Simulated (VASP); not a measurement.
Here is a VASP 6.6.1 calculation.

Contents of INCAR:

```
PREC = Accurate
ENCUT = 520
EDIFF = 1E-6
ISMEAR = 0
SIGMA = 0.05
LREAL = False
LASPH = True
NELM = 100
ALGO = Normal
ISIF = 2
LWAVE = False
LCHARG = True
GGA = CA
LELF = True
LVHAR = True
NBANDS = 26
```

The input KPOINTS:

```
regular mesh
0
Gamma
  6 6 10
```

File POSCAR:

```
C
1.0
    2.1032727620     -4.3337146136      0.0000000000
    2.1032727620      4.3337146136      0.0000000000
    0.0000000000      0.0000000000      2.4856616114
C
8
Direct
    0.6482879639      0.9815881366      0.0000000000
    0.3517120361      0.0184118634      0.0000000000
    0.0184118634      0.3517120361      0.0000000000
    0.9815881366      0.6482879639      0.0000000000
    0.4019380389      0.2157959276      0.4752464556
    0.5954459046      0.7739231852      0.5000000000
    0.7739231852      0.5954459046      0.5000000000
    0.2260768148      0.4045540954      0.5000000000
```

Potentials or basis: VASP PAW LDA potentials, release 64 (C).

Launch:

```sh
$ cat potpaw_LDA.64/C/POTCAR > POTCAR
$ mpirun -np 1 vasp_std > vasp.out
```

Question: Predict the band gap on the k mesh.

Answer: 2.96 eV (least direct gap 4.71 eV).

Question: Estimate the largest force.

Answer: 3.753 eV/Å.

Stress tensor (GPa, compression positive):
```
0.89 0.40 0.88
0.40 1.38 1.83
0.88 1.83 3.66
```

Caveat: the cell differs from its parent crystal (atom 5 (C) moved +0.075 Å towards its neighbour atom 2 (C) at 1.515 Å); forces of over 1 eV/Å act on the atoms, so gaps and moduli don't describe the material at rest. A k mesh can miss the band edges.
